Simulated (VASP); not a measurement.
# NaCl (Fm-3m) in VASP: relaxation of the atoms with r2SCAN

Aim: the relaxation of the atoms of NaCl with r2SCAN.

All numbers are computed with VASP 6.6.1; they aren't measurements. Logs are shortened: lines on timing, memory, paths and dates and some standing lists are left out, and cuts for length are marked.

### Step 1. The cell of the first run

Symmetry: Fm-3m, No. 225, cubic system. The conventional cell has a = 5.718 Å, b = 5.718 Å, c = 5.718 Å, α = 90.00°, β = 90.00°, γ = 90.00°. Na (site symmetry m-3m) has 6 Cl at 2.86 Å within 3.8 Å. Cl (site symmetry m-3m) has 6 Na at 2.86 Å within 3.8 Å.

### Step 2. Relaxation of the atoms, r2SCAN

POSCAR

```
NaCl
1.0
    0.0000000000      2.8587771700      2.8587771700
    2.8587771700      0.0000000000      2.8587771700
    2.8587771700      2.8587771700      0.0000000000
Na Cl
1 1
Direct
    0.0000000000      0.0000000000      0.0000000000
    0.5000000000      0.5000000000      0.5000000000
```

INCAR.step1

```
SYSTEM = NaCl
PREC = Accurate
ENCUT = 520
ISMEAR = -1
SIGMA = 0.02
LREAL = .FALSE.
LASPH = .TRUE.
NELM = 100
GGA = PE
ALGO = Normal
EDIFF = 1E-4
LWAVE = .TRUE.
LCHARG = .FALSE.
```

INCAR.step2

```
SYSTEM = NaCl
PREC = Accurate
ENCUT = 520
EDIFF = 1E-7
ISMEAR = -1
SIGMA = 0.02
LREAL = .FALSE.
LASPH = .TRUE.
NELM = 100
ALGO = Normal
ISIF = 2
LWAVE = .FALSE.
LCHARG = .FALSE.
METAGGA = R2SCAN
LMIXTAU = .TRUE.
IBRION = 2
NSW = 50
EDIFFG = -0.01
ISTART = 1
```

KPOINTS

```
Automatic mesh
0
G
  10 10 10
  0 0 0
```

Potentials or basis: VASP PAW PBE potentials, release 64 (Na_pv, Cl).

Started as:

```console
$ cat potpaw_PBE.64/Na_pv/POTCAR potpaw_PBE.64/Cl/POTCAR > POTCAR
$ cp INCAR.step1 INCAR
$ mpirun -np 1 vasp_std > vasp.out
$ cp INCAR.step2 INCAR
$ mpirun -np 1 vasp_std > vasp.out
```

OUTCAR:

```text
SYSTEM = NaCl
   PREC = Accurate
   ENCUT = 520
   EDIFF = 1E-7
   ISMEAR = -1
   LREAL = .FALSE.
   LASPH = .TRUE.
   NELM = 100
   ISIF = 2
   METAGGA = R2SCAN
   IBRION = 2
   NSW = 50
   EDIFFG = -0.01
   ISTART = 1

 ion  position               nearest neighbor table
   1  0.000  0.000  0.000-
   2  0.500  0.500  0.500-

  LATTYP: Found a face centered cubic cell.
 ALAT       =     5.7175543400

  Lattice vectors:

 A1 = (   0.0000000000,   2.8587771700,   2.8587771700)
 A2 = (   2.8587771700,   0.0000000000,   2.8587771700)
 A3 = (   2.8587771700,   2.8587771700,   0.0000000000)

Analysis of symmetry for initial positions (statically):
=====================================================================
 Subroutine PRICEL returns:
 Original cell was already a primitive cell.

 Routine SETGRP: Setting up the symmetry group for a
 face centered cubic supercell.

 Subroutine GETGRP returns: Found 48 space group operations
 (whereof 48 operations were pure point group operations)
 out of a pool of 48 trial point group operations.

The static configuration has the point symmetry O_h .

Analysis of symmetry for dynamics (positions and initial velocities):
=====================================================================
 Subroutine PRICEL returns:
 Original cell was already a primitive cell.

 Routine SETGRP: Setting up the symmetry group for a
 face centered cubic supercell.

 Subroutine GETGRP returns: Found 48 space group operations
 (whereof 48 operations were pure point group operations)
 out of a pool of 48 trial point group operations.

The dynamic configuration has the point symmetry O_h .

 Subroutine INISYM returns: Found 48 space group operations
 (whereof 48 operations are pure point group operations),
 and found     1 'primitive' translations

----------------------------------------------------------------------------------------

                                     Primitive cell

  volume of cell :      46.7273

  direct lattice vectors                    reciprocal lattice vectors
     0.000000000  2.858777170  2.858777170    -0.174899956  0.174899956  0.174899956
     2.858777170  0.000000000  2.858777170     0.174899956 -0.174899956  0.174899956
     2.858777170  2.858777170  0.000000000     0.174899956  0.174899956 -0.174899956

  length of vectors
     4.042921446  4.042921446  4.042921446     0.302935609  0.302935609  0.302935609
[... 88 lines left out ...]
   ISYM   =      2    0-nonsym 1-usesym 2-fastsym
   POTIM  = 0.5000    time-step for ionic-motion
   TEBEG  =    0.0;   TEEND  =   0.0 temperature during run
   PSTRESS=    0.0 pullay stress
   NELECT =      14.0000    total number of electrons
   NUPDOWN=      -1.0000    fix difference up-down
   EMIN   =  10.00;   EMAX   =-10.00  energy-range for DOS
   EFERMI =   0.00;   METHOD = LEGACY
   ISMEAR =    -1;   SIGMA  =   0.02  broadening in eV -4-tet -1-fermi 0-gaus
   EFERMI_NEDOS =   21; number of points for ismear=-14 and -15
   IALGO  =     38    algorithm
   IMIX   =      4    mixing-type and parameters
     AMIX     =   0.40;   BMIX     =  1.00
     AMIX_MAG =   1.60;   BMIX_MAG =  1.00
  volume/ion in A,a.u.               =      23.36       157.67
  Fermi-wavevector in a.u.,A,eV,Ry     =   1.095453  2.070107 16.327236  1.200018
  Thomas-Fermi vector in A             =   2.231777
   LORBIT       =      0    0 simple, 1 ext, 2 COOP (PROOUT), +10 PAW based schemes
   METAGGA = R2SCAN    functional components
   LHFCALC =     F    Hartree Fock is set to
   AEXX    =    0.0000 exact exchange contribution
   IVDW    =     0    specifies the selected vdW correction
   LEPSILON=     F    determine dielectric tensor
   LRPA    =     F    only Hartree local field effects (RPA)
 conjugate gradient relaxation of ions
 non-spin polarized calculation
  energy-cutoff  :      520.00
  volume of cell :       46.73
 maximum number of plane-waves:      1295
   NGX = 15   NGY = 15   NGZ = 15

 number of electron      13.9999994 magnetization

 Free energy of the ion-electron system (eV)
  ---------------------------------------------------
  ext. energy  EPLUGINS =         0.00000000
  ---------------------------------------------------
  free energy    TOTEN  =       -13.77458265 eV

  energy without entropy =      -13.77458265  energy(sigma->0) =      -13.77458265

 E-fermi :  -0.8892     XC(G=0):  -8.4541

 val. band max:       -1.3923785850   @ k =   0.0000   0.0000   0.0000
 cond. band min:       4.3640273269   @ k =   0.0000   0.0000   0.0000
 fundamental gap:      5.7564059119
 Fermi energy:        -0.8891840662

 k-point     1 :       0.0000    0.0000    0.0000
  band No.  band energies     occupation
      1     -22.9906      2.00000
      2     -22.9903      2.00000
      3     -22.9903      2.00000
      4     -14.5247      2.00000
      5      -1.3924      2.00000
      6      -1.3924      2.00000
      7      -1.3924      2.00000
      8       4.3640      0.00000
      9      10.3251      0.00000
     10      10.3251      0.00000
     11      10.3251      0.00000
[... 309 lines left out ...]
 k-point    24 :       0.4000    0.3000    0.0000
  band No.  band energies     occupation
      1     -23.0045      2.00000
      2     -22.9957      2.00000
      3     -22.9953      2.00000
      4     -14.2360      2.00000
      5      -2.7675      2.00000
      6      -1.9125      2.00000
      7      -1.8420      2.00000
      8       7.1156      0.00000
      9       7.7852      0.00000
     10       9.6776      0.00000
     11      12.3505      0.00000

 [... further k-points ...]

------------------------ aborting loop because EDIFF is reached ----------------------------------------

  FORCE on cell =-STRESS in cart. coord.  units (eV):
  Direction    XX          YY          ZZ          XY          YZ          ZX
  --------------------------------------------------------------------------------------
  -------------------------------------------------------------------------------------
  Total       -0.4706604     -0.4706604     -0.4706604      0.0000000     -0.0000000      0.0000000
  in kB      -16.1379117    -16.1379117    -16.1379117      0.0000000     -0.0000000      0.0000000
  external PRESSURE =     -16.1379117 kB  Pullay stress =       0.0000000 kB

 VOLUME and BASIS-vectors are now :
 -----------------------------------------------------------------------------
  energy-cutoff  :      520.00
  volume of cell :       46.73
      direct lattice vectors                 reciprocal lattice vectors
     0.000000000  2.858777170  2.858777170    -0.174899956  0.174899956  0.174899956
     2.858777170  0.000000000  2.858777170     0.174899956 -0.174899956  0.174899956
     2.858777170  2.858777170  0.000000000     0.174899956  0.174899956 -0.174899956

 POSITION                                       TOTAL-FORCE (eV/Angst)
 -----------------------------------------------------------------------------------
      0.00000      0.00000      0.00000         0.000000     -0.000000      0.000000
      2.85878      2.85878      2.85878        -0.000000      0.000000      0.000000
 -----------------------------------------------------------------------------------
    total drift:                                0.000000      0.000000      0.000000

  FREE ENERGIE OF THE ION-ELECTRON SYSTEM (eV)
  ---------------------------------------------------
  free  energy   TOTEN  =       -13.7745826499 eV

  energy  without entropy=      -13.7745826499  energy(sigma->0) =      -13.77458265

 reached required accuracy - stopping structural energy minimisation
```

OUTCAR.step1:

```text
SYSTEM = NaCl
   PREC = Accurate
   ENCUT = 520
   ISMEAR = -1
   LREAL = .FALSE.
   LASPH = .TRUE.
[... 556 lines left out ...]
      0.00000      0.00000      0.00000         0.000000     -0.000000      0.000000
      2.85878      2.85878      2.85878        -0.000000      0.000000     -0.000000
 -----------------------------------------------------------------------------------
    total drift:                                0.000000      0.000000      0.000000

  FREE ENERGIE OF THE ION-ELECTRON SYSTEM (eV)
  ---------------------------------------------------
  free  energy   TOTEN  =        -6.7773686410 eV

  energy  without entropy=       -6.7773686409  energy(sigma->0) =       -6.77736864
```

Wall time 1.9 min (1 thread of Intel Xeon Platinum 8259CL at 2.50GHz (Skylake/Cascade Lake), shared host); peak memory 0.17 GiB.

What came out:

```yaml
Free_energy: -13.7746 eV
Pressure_after_relaxing: -1.6 GPa
Band_gap_on_the_k_mesh: 5.76 eV
```

Final structure:
```
Na Cl
1.0
     0.00000    2.85878    2.85878
     2.85878    0.00000    2.85878
     2.85878    2.85878    0.00000
Na Cl
1 1
Cartesian
  0.0000 0.0000 0.0000
  2.8588 2.8588 2.8588
```

Levels at points of the mesh, in eV from the valence-band top:
| k point | band 3 | band 4 | band 5 | band 6 | band 7 | band 8 | band 9 | band 10 | band 11 |
| --- | --- | --- | --- | --- | --- | --- | --- | --- | --- |
| (0.00, 0.00, 0.00) | -21.60 | -13.13 | 0.00 | 0.00 | 0.00 | 5.76 | 11.72 | 11.72 | 11.72 |
| (0.50, 0.00, 0.00) | -21.60 | -12.83 | -1.80 | -0.26 | -0.26 | 7.87 | 11.28 | 11.67 | 11.67 |
| (0.50, 0.50, 0.00) | -21.60 | -12.78 | -1.58 | -0.57 | -0.57 | 8.32 | 8.64 | 11.90 | 15.53 |

Caveat: the relaxation stopped at its first step, so nothing moved; the PAW data sets were made with another functional, which shifts forces and pressure a little. r2SCAN opens gaps a little over a GGA but as a rule still falls short of measured ones.
